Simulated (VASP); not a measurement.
# BN (Cm) in VASP: a series of runs

BN is run at these levels: PBE; tasks: single point.

Program: VASP 6.6.1. These are calculated values, not measurements. Logs are shortened: lines on timing, memory, paths and dates and some standing lists are left out, and cuts for length are marked.

### Step 1. The cell of the first run

The structure is monoclinic, space group Cm (No. 8). Conventional cell: a = 4.425 Å, b = 2.555 Å, c = 12.722 Å, α = 90.00°, β = 94.99°, γ = 90.00°. Within 2.1 Å of B (site symmetry m) lie 4 N at 1.57 to 1.58 Å. Within 2.1 Å of B (site symmetry m) lie 4 N at 1.57 to 1.58 Å. B (site symmetry m) has 4 N at 1.57 to 1.58 Å and 1 B at 2.14 Å within 2.2 Å. Within 2.2 Å of B (site symmetry m) lie 4 N at 1.57 to 1.93 Å and 1 B at 2.14 Å. B (site symmetry m) has 4 N at 1.57 to 1.58 Å within 2.1 Å. B (site symmetry m) has 4 N at 1.57 to 1.58 Å within 2.1 Å. Within 2.1 Å of N (site symmetry m) lie 4 B at 1.57 to 1.58 Å. N (site symmetry m) has 4 B at 1.57 to 1.58 Å within 2.1 Å.

### Step 2. Single point, PBE (the part above a cut slid along it)

INCAR

```
SYSTEM = BN
ALGO = Normal
EDIFF = 1E-6
ENCUT = 520
GGA = PE
ISIF = 2
ISMEAR = 0
LASPH = .True.
LCHARG = .True.
LELF = .True.
LREAL = .False.
LVHAR = .True.
LWAVE = .False.
NBANDS = 36
NELM = 60
PREC = Accurate
SIGMA = 0.05
```

KPOINTS

```
k-points
0
Gamma
  10 10 2
  0 0 0
```

POSCAR

```
BN
1.0
   -2.5545800960      0.0000000000      0.0000000000
   -1.2772900480     -2.2123312592      0.0000000000
   -0.9579675360     -0.5530828148     12.6735436055
B N
6 6
Direct
    0.6093870121      0.6093870121      0.2291186182
    0.5260536788      0.5260536788      0.5624519516
    0.4427203454      0.4427203454      0.8957852849
    0.3177203454      0.3177203454      0.0624519516
    0.2343870121      0.2343870121      0.3957852849
    0.1510536788      0.1510536788      0.7291186182
    0.6406046546      0.6406046546      0.1042480484
    0.5572713212      0.5572713212      0.4375813818
    0.4739379879      0.4739379879      0.7709147151
    0.0989379879      0.0989379879      0.9375813818
    0.2656046546      0.2656046546      0.2709147151
    0.1822713212      0.1822713212      0.6042480484
```

Potentials or basis: VASP PAW PBE potentials, release 64 (B, N).

Command:

```console
cat potpaw_PBE.64/B/POTCAR potpaw_PBE.64/N/POTCAR > POTCAR
mpirun -np 1 vasp_std > vasp.out
```

OUTCAR:

```text
SYSTEM = BN
   EDIFF = 1E-6
   ENCUT = 520
   GGA = PE
   ISIF = 2
   ISMEAR = 0
   LASPH = .True.
   LREAL = .False.
   NELM = 60
   PREC = Accurate

 ion  position               nearest neighbor table
   1  0.609  0.609  0.229-  11 1.57  11 1.57  11 1.57   7 1.58
   2  0.526  0.526  0.562-  12 1.57  12 1.57  12 1.57   8 1.58
   3  0.443  0.443  0.896-  10 1.57  10 1.57  10 1.57   9 1.58   4 2.14
   4  0.318  0.318  0.062-   7 1.57   7 1.57   7 1.57  10 1.93   3 2.14
   5  0.234  0.234  0.396-   8 1.57   8 1.57   8 1.57  11 1.58
   6  0.151  0.151  0.729-   9 1.57   9 1.57   9 1.57  12 1.58
   7  0.641  0.641  0.104-   4 1.57   4 1.57   4 1.57   1 1.58
   8  0.557  0.557  0.438-   5 1.57   5 1.57   5 1.57   2 1.58
   9  0.474  0.474  0.771-   6 1.57   6 1.57   6 1.57   3 1.58
  10  0.099  0.099  0.938-   3 1.57   3 1.57   3 1.57   4 1.93
  11  0.266  0.266  0.271-   1 1.57   1 1.57   1 1.57   5 1.58
  12  0.182  0.182  0.604-   2 1.57   2 1.57   2 1.57   6 1.58

  LATTYP: Found a base centered monoclinic cell.
 ALAT       =     4.4246625183
 B/A-ratio  =     0.5773502692
 C/A-ratio  =     2.8751855874
 COS(beta)  =    -0.0869509089

  Lattice vectors:

 A1 = (   2.5545800960,   0.0000000000,   0.0000000000)
 A2 = (   1.2772900480,   2.2123312592,   0.0000000000)
 A3 = (  -0.9579675360,  -0.5530828148,  12.6735436055)

Analysis of symmetry for initial positions (statically):
=====================================================================
 Subroutine PRICEL returns:
 Original cell was already a primitive cell.

 Routine SETGRP: Setting up the symmetry group for a
 base centered monoclinic supercell.

 Subroutine GETGRP returns: Found  2 space group operations
 (whereof  2 operations were pure point group operations)
 out of a pool of  4 trial point group operations.

The static configuration has the point symmetry C_1h.

Analysis of symmetry for dynamics (positions and initial velocities):
=====================================================================
 Subroutine PRICEL returns:
 Original cell was already a primitive cell.

 Routine SETGRP: Setting up the symmetry group for a
 base centered monoclinic supercell.

 Subroutine GETGRP returns: Found  2 space group operations
 (whereof  2 operations were pure point group operations)
 out of a pool of  4 trial point group operations.

The dynamic configuration has the point symmetry C_1h.

[... 128 lines left out ...]
   PSTRESS=    0.0 pullay stress
   NELECT =      48.0000    total number of electrons
   NUPDOWN=      -1.0000    fix difference up-down
   EMIN   =  10.00;   EMAX   =-10.00  energy-range for DOS
   EFERMI =   0.00;   METHOD = LEGACY
   ISMEAR =     0;   SIGMA  =   0.05  broadening in eV -4-tet -1-fermi 0-gaus
   EFERMI_NEDOS =   21; number of points for ismear=-14 and -15
   IALGO  =     38    algorithm
   IMIX   =      4    mixing-type and parameters
     AMIX     =   0.40;   BMIX     =  1.00
     AMIX_MAG =   1.60;   BMIX_MAG =  1.00
  volume/ion in A,a.u.               =       5.97        40.28
  Fermi-wavevector in a.u.,A,eV,Ry     =   1.432625  2.707270 27.924811  2.052416
  Thomas-Fermi vector in A             =   2.552232
   LORBIT       =      0    0 simple, 1 ext, 2 COOP (PROOUT), +10 PAW based schemes
   GGA     = PE    functional components
   LHFCALC =     F    Hartree Fock is set to
   AEXX    =    0.0000 exact exchange contribution
   IVDW    =     0    specifies the selected vdW correction
   LEPSILON=     F    determine dielectric tensor
   LRPA    =     F    only Hartree local field effects (RPA)
 non-spin polarized calculation
 Gauss-broadening in eV      SIGMA  =   0.05
  energy-cutoff  :      520.00
  volume of cell :       71.63
 maximum number of plane-waves:      1951
   NGX =  9   NGY =  9   NGZ = 47

 number of electron      47.9999993 magnetization

 Free energy of the ion-electron system (eV)
  ---------------------------------------------------
  ext. energy  EPLUGINS =         0.00000000
  ---------------------------------------------------
  free energy    TOTEN  =      -102.22601849 eV

  energy without entropy =     -102.22601849  energy(sigma->0) =     -102.22601849

 E-fermi :   7.9210     XC(G=0): -12.7945

 val. band max:        7.6536622068   @ k =   0.0000   0.0000   0.0000
 cond. band min:      10.1447675912   @ k =   0.5000   0.5000   0.0000
 fundamental gap:      2.4911053844
 Fermi energy:         7.9210306759

 k-point     1 :       0.0000    0.0000    0.0000
  band No.  band energies     occupation
      1     -12.8979      2.00000
      2     -12.2229      2.00000
      3     -12.0453      2.00000
      4     -10.4144      2.00000
      5     -10.2340      2.00000
      6      -8.6452      2.00000
[... 925 lines left out ...]
     35      18.9119      0.00000
     36      19.1773      0.00000

 [... further k-points ...]

------------------------ aborting loop because EDIFF is reached ----------------------------------------

  FORCE on cell =-STRESS in cart. coord.  units (eV):
  Direction    XX          YY          ZZ          XY          YZ          ZX
  --------------------------------------------------------------------------------------
  -------------------------------------------------------------------------------------
  Total       -2.6321533     -0.3711758      3.1810695     -1.9580640      1.5768437      2.7311737
  in kB      -58.8781326     -8.3027611     71.1567314    -43.7995564     35.2721128     61.0930999
  external PRESSURE =       1.3252792 kB  Pullay stress =       0.0000000 kB

 VOLUME and BASIS-vectors are now :
 -----------------------------------------------------------------------------
  energy-cutoff  :      520.00
  volume of cell :       71.63
      direct lattice vectors                 reciprocal lattice vectors
    -2.554580096  0.000000000  0.000000000    -0.391453766  0.226005937 -0.019726132
    -1.277290048 -2.212331259  0.000000000     0.000000000 -0.452011875 -0.019726132
    -0.957967536 -0.553082815 12.673543606     0.000000000  0.000000000  0.078904530

 POSITION                                       TOTAL-FORCE (eV/Angst)
 -----------------------------------------------------------------------------------
     -2.55458     -1.47489      2.90374        -0.019244     -0.011110      0.242597
     -2.55458     -1.47489      7.12826        -0.000961     -0.000555      0.167529
     -2.55458     -1.47489     11.35277        -0.386738     -0.223283      0.031421
     -1.27729     -0.73744      0.79149         1.892157      1.092437      1.078355
     -1.27729     -0.73744      5.01600        -0.007481     -0.004319      0.167791
     -1.27729     -0.73744      9.24052        -0.013782     -0.007957      0.212062
     -2.55458     -1.47489      1.32119        -0.227281     -0.131221     -0.017566
     -2.55458     -1.47489      5.54571        -0.000407     -0.000235     -0.167854
     -2.55458     -1.47489      9.77022        -0.065803     -0.037991     -0.435530
     -1.27729     -0.73744     11.88248        -1.155501     -0.667129     -0.954086
     -1.27729     -0.73744      3.43345        -0.013885     -0.008016     -0.146800
     -1.27729     -0.73744      7.65796        -0.001075     -0.000620     -0.177917
 -----------------------------------------------------------------------------------
    total drift:                               -0.000070     -0.000040     -0.000167

  FREE ENERGIE OF THE ION-ELECTRON SYSTEM (eV)
  ---------------------------------------------------
  free  energy   TOTEN  =      -102.2260184922 eV

  energy  without entropy=     -102.2260184922  energy(sigma->0) =     -102.22601849
```

OSZICAR:

```text
N       E                     dE             d eps       ncg     rms          rms(c)
DAV:   1     0.172474218592E+03    0.17247E+03   -0.25488E+04  4464   0.131E+03
DAV:   2    -0.978065813882E+02   -0.27028E+03   -0.25687E+03  5712   0.299E+02
DAV:   3    -0.107965536420E+03   -0.10159E+02   -0.10101E+02  5920   0.563E+01
DAV:   4    -0.108051314080E+03   -0.85778E-01   -0.85647E-01  5876   0.534E+00
DAV:   5    -0.108052538132E+03   -0.12241E-02   -0.12232E-02  5820   0.580E-01    0.164E+01
DAV:   6    -0.102662126191E+03    0.53904E+01   -0.14666E+01  5496   0.186E+01    0.760E+00
DAV:   7    -0.102307841849E+03    0.35428E+00   -0.87363E-01  6000   0.523E+00    0.468E+00
DAV:   8    -0.102231564493E+03    0.76277E-01   -0.24282E-01  5412   0.274E+00    0.536E-01
DAV:   9    -0.102225567966E+03    0.59965E-02   -0.19739E-02  5704   0.838E-01    0.247E-01
DAV:  10    -0.102225807366E+03   -0.23940E-03   -0.23047E-03  5840   0.293E-01    0.133E-01
DAV:  11    -0.102225996402E+03   -0.18904E-03   -0.66638E-04  5548   0.146E-01    0.267E-02
DAV:  12    -0.102226011936E+03   -0.15534E-04   -0.52938E-05  5864   0.493E-02    0.164E-02
DAV:  13    -0.102226016626E+03   -0.46901E-05   -0.10595E-05  5968   0.230E-02    0.639E-03
DAV:  14    -0.102226018254E+03   -0.16282E-05   -0.23582E-06  4072   0.979E-03    0.233E-03
DAV:  15    -0.102226018492E+03   -0.23800E-06   -0.20528E-07  2976   0.378E-03
   1 F= -.10222602E+03 E0= -.10222602E+03  d E =-.538261E-16
```

stdout:

```text
POSCAR found type information on POSCAR B N
 POSCAR found :  2 types and      12 ions
 scaLAPACK will be used
 LDA part: xc-table for (Slater+PW92), standard interpolation
 POSCAR, INCAR and KPOINTS ok, starting setup
 FFT: planning ... GRIDC
 FFT: planning ... GRID_SOFT
 FFT: planning ... GRID
 WAVECAR not read
 entering main loop
```

Wall time 88 s (1 thread of Intel Xeon Platinum 8559C (Emerald Rapids), shared host); peak memory 0.25 GiB.

What came out:

```
Free energy            : -102.2260 eV
Pressure               : 0.1 GPa
Largest force          : 2.436 eV/Å
Band gap on the k mesh : 2.49 eV (least direct gap 3.75 eV)
```

Forces on the atoms (eV/Å):
```
B   -0.019 -0.011  0.243
B   -0.001 -0.001  0.168
B   -0.387 -0.223  0.031
B    1.892  1.092  1.078
B   -0.007 -0.004  0.168
B   -0.014 -0.008  0.212
N   -0.227 -0.131 -0.018
N    0.000  0.000 -0.168
N   -0.066 -0.038 -0.436
N   -1.156 -0.667 -0.954
N   -0.014 -0.008 -0.147
N   -0.001 -0.001 -0.178
```

Caveat: the cell differs from its parent crystal (the part above a cut slid along it); the stress differs along the axes, from -6 to 7 GPa; forces of over 1 eV/Å act on the atoms, so gaps and moduli don't describe the material at rest. A k mesh can miss the band edges.

### Step 3. Single point, PBE (the part above a cut slid along it)

INCAR

```
ALGO = Normal
EDIFF = 1E-7
ENCUT = 520
GGA = PE
ISIF = 2
ISMEAR = 0
LASPH = True
LCHARG = False
LREAL = False
LWAVE = False
NBANDS = 36
NELM = 60
PREC = Accurate
SIGMA = 0.05
```

KPOINTS

```
k-points
0
Gamma
  10 10 2
```

POSCAR

```
BN
1.0
   -2.5545800960      0.0000000000      0.0000000000
   -1.2772900480     -2.2123312592      0.0000000000
   -1.5967402890     -0.9218784357     12.6735436055
B N
6 6
Direct
    0.5711929384      0.5711929384      0.2291186182
    0.4322929384      0.4322929384      0.5624519516
    0.2933929384      0.2933929384      0.8957852849
    0.3073096051      0.3073096051      0.0624519516
    0.1684096051      0.1684096051      0.3957852849
    0.0295096051      0.0295096051      0.7291186182
    0.6232265049      0.6232265049      0.1042480484
    0.4843265049      0.4843265049      0.4375813818
    0.3454265049      0.3454265049      0.7709147151
   -0.0573568284     -0.0573568284      0.9375813818
    0.2204431716      0.2204431716      0.2709147151
    0.0815431716      0.0815431716      0.6042480484
```

Potentials or basis: VASP PAW PBE potentials, release 64 (B, N).

Command:

```console
cat potpaw_PBE.64/B/POTCAR potpaw_PBE.64/N/POTCAR > POTCAR
mpirun -np 1 vasp_std > vasp.out
```

OUTCAR:

```text
EDIFF = 1E-7
   ENCUT = 520
   GGA = PE
   ISIF = 2
   ISMEAR = 0
   LASPH = True
   LREAL = False
   NELM = 60
   PREC = Accurate

 ion  position               nearest neighbor table
   1  0.571  0.571  0.229-  11 1.57  11 1.57  11 1.57   7 1.58
   2  0.432  0.432  0.562-  12 1.57  12 1.57  12 1.57   8 1.58
   3  0.293  0.293  0.896-  10 1.57  10 1.57  10 1.57   9 1.58   4 2.14
   4  0.307  0.307  0.062-   7 1.57   7 1.57   7 1.57   3 2.14
   5  0.168  0.168  0.396-   8 1.57   8 1.57   8 1.57  11 1.58
   6  0.030  0.030  0.729-   9 1.57   9 1.57   9 1.57  12 1.58
[... 1167 lines left out ...]

 VOLUME and BASIS-vectors are now :
 -----------------------------------------------------------------------------
  energy-cutoff  :      520.00
  volume of cell :       71.63
      direct lattice vectors                 reciprocal lattice vectors
    -2.554580096  0.000000000  0.000000000    -0.391453766  0.226005937 -0.032879518
    -1.277290048 -2.212331259  0.000000000     0.000000000 -0.452011875 -0.032879518
    -1.596740289 -0.921878436 12.673543606     0.000000000  0.000000000  0.078904530

 POSITION                                       TOTAL-FORCE (eV/Angst)
 -----------------------------------------------------------------------------------
     -2.55458     -1.47489      2.90374         0.144545      0.083453      0.269281
     -2.55458     -1.47489      7.12826         0.000172      0.000099      0.179314
     -2.55458     -1.47489     11.35277         0.476813      0.275288      0.033247
     -1.27729     -0.73744      0.79149        -0.761101     -0.439422      1.236727
     -1.27729     -0.73744      5.01600         0.013018      0.007516      0.179755
     -1.27729     -0.73744      9.24052         0.002806      0.001620      0.228240
     -2.55458     -1.47489      1.32119         0.587221      0.339032      0.123048
     -2.55458     -1.47489      5.54571         0.001126      0.000650     -0.180217
     -2.55458     -1.47489      9.77022        -0.039869     -0.023018     -0.471924
     -5.10916     -2.94978     11.88248        -0.450468     -0.260078     -1.251862
     -1.27729     -0.73744      3.43345         0.027374      0.015804     -0.154588
     -1.27729     -0.73744      7.65796        -0.001639     -0.000946     -0.191018
 -----------------------------------------------------------------------------------
    total drift:                                0.000267      0.000154      0.000112

  FREE ENERGIE OF THE ION-ELECTRON SYSTEM (eV)
  ---------------------------------------------------
  free  energy   TOTEN  =      -101.9725876019 eV

  energy  without entropy=     -101.9725876019  energy(sigma->0) =     -101.97258760
```

stdout:

```text
POSCAR found type information on POSCAR B N
 POSCAR found :  2 types and      12 ions
 scaLAPACK will be used
 LDA part: xc-table for (Slater+PW92), standard interpolation
 POSCAR, INCAR and KPOINTS ok, starting setup
 FFT: planning ... GRIDC
 FFT: planning ... GRID_SOFT
 FFT: planning ... GRID
 WAVECAR not read
 entering main loop
```

It took 97 s on 1 thread of Intel Xeon Platinum 8559C (Emerald Rapids), shared host; peak memory 0.25 GiB.

What came out:

| Quantity | Value |
| --- | --- |
| Free energy | -101.9726 eV |
| Pressure | 0.4 GPa |
| Largest force | 1.517 eV/Å |
| Band gap on the k mesh | 2.70 eV (least direct gap 3.87 eV) |

Forces on the atoms (eV/Å):
```
B    0.145  0.083  0.269
B    0.000  0.000  0.179
B    0.477  0.275  0.033
B   -0.761 -0.439  1.237
B    0.013  0.008  0.180
B    0.003  0.002  0.228
N    0.587  0.339  0.123
N    0.001  0.001 -0.180
N   -0.040 -0.023 -0.472
N   -0.450 -0.260 -1.252
N    0.027  0.016 -0.155
N   -0.002 -0.001 -0.191
```

Caveat: the cell differs from its parent crystal (the part above a cut slid along it); the stress differs along the axes, from -6 to 9 GPa; forces of over 1 eV/Å act on the atoms, so gaps and moduli don't describe the material at rest. A k mesh can miss the band edges.

### Step 4. Single point, PBE (the part above a cut slid along it)

INCAR

```
SYSTEM = BN
  ALGO = Normal
  EDIFF = 1E-6
  ENCUT = 520
  GGA = PE
  ISIF = 2
  ISMEAR = 0
  LASPH = .True.
  LCHARG = .False.
  LREAL = .False.
  LWAVE = .False.
  NBANDS = 36
  NELM = 60
  PREC = Accurate
  SIGMA = 0.05
```

KPOINTS

```
k-points
0
Gamma
  10 10 2
  0 0 0
```

POSCAR

```
BN
1.0
   -2.5545800960      0.0000000000      0.0000000000
   -1.2772900480     -2.2123312592      0.0000000000
   -2.2351298550     -1.2904528235     12.6735436055
B N
6 6
Direct
    0.5330217767      0.5330217767      0.2291186182
    0.3385884433      0.3385884433      0.5624519516
    0.1441551100      0.1441551100      0.8957852849
    0.2969051100      0.2969051100      0.0624519516
    0.1024717767      0.1024717767      0.3957852849
   -0.0919615567     -0.0919615567      0.7291186182
    0.6058587800      0.6058587800      0.1042480484
    0.4114254467      0.4114254467      0.4375813818
    0.2169921133      0.2169921133      0.7709147151
   -0.2135578867     -0.2135578867      0.9375813818
    0.1753087800      0.1753087800      0.2709147151
   -0.0191245533     -0.0191245533      0.6042480484
```

Command:

```console
cat potpaw_PBE.64/B/POTCAR potpaw_PBE.64/N/POTCAR > POTCAR
mpirun -np 1 vasp_std > vasp.out
```

Run time: 93 s. Hardware: 1 thread of Intel Xeon Platinum 8559C (Emerald Rapids), shared host; peak memory 0.24 GiB.

It converged, with:

```yaml
Free_energy: -101.0974 eV
Pressure: 3.2 GPa
Largest_force: 4.020 eV/Å
Band_gap_on_the_k_mesh: 2.36 eV (least direct gap 3.06 eV)
```

Forces in eV/Å, atoms in the order of the input:
```
B    0.265  0.153  0.547
B   -0.001  0.000  0.202
B    0.435  0.251 -0.146
B    0.606  0.350  1.416
B    0.018  0.011  0.208
B   -0.013 -0.008  0.221
N    0.786  0.454  1.913
N    0.003  0.002 -0.204
N   -0.114 -0.066 -0.473
N   -2.029 -1.172 -3.267
N    0.044  0.026 -0.203
N   -0.001 -0.001 -0.214
```

Stress tensor (GPa, compression positive):
```
-3.11  3.89  8.88
 3.89 -7.61  5.13
 8.88  5.13 20.21
```

Levels at points of the mesh, in eV from the valence-band top:
```csv
k point,band 21,band 22,band 23,band 24,band 25,band 26,band 27,band 28
"(0.00, 0.00, 0.00)",-0.67,-0.29,-0.29,-0.01,6.32,7.54,7.64,8.25
"(0.50, 0.00, 0.00)",-3.62,-3.27,-2.45,-0.77,2.41,5.69,6.32,6.47
"(0.50, 0.50, 0.00)",-3.52,-3.29,-2.40,-2.05,4.04,5.26,6.24,6.40
"(0.00, 0.00, 0.50)",-0.85,-0.58,-0.24,-0.23,6.38,7.51,7.63,8.35
"(0.50, 0.00, 0.50)",-3.77,-3.02,-2.53,-0.71,2.36,5.66,6.26,6.50
"(0.50, 0.50, 0.50)",-3.64,-2.92,-2.51,-1.95,4.00,5.19,6.20,6.37
```

Caveat: the cell differs from its parent crystal (the part above a cut slid along it); the stress differs along the axes, from -8 to 20 GPa; forces of over 1 eV/Å act on the atoms, so gaps and moduli don't describe the material at rest. A k mesh can miss the band edges.

(Part 1 of 2 ends here.)
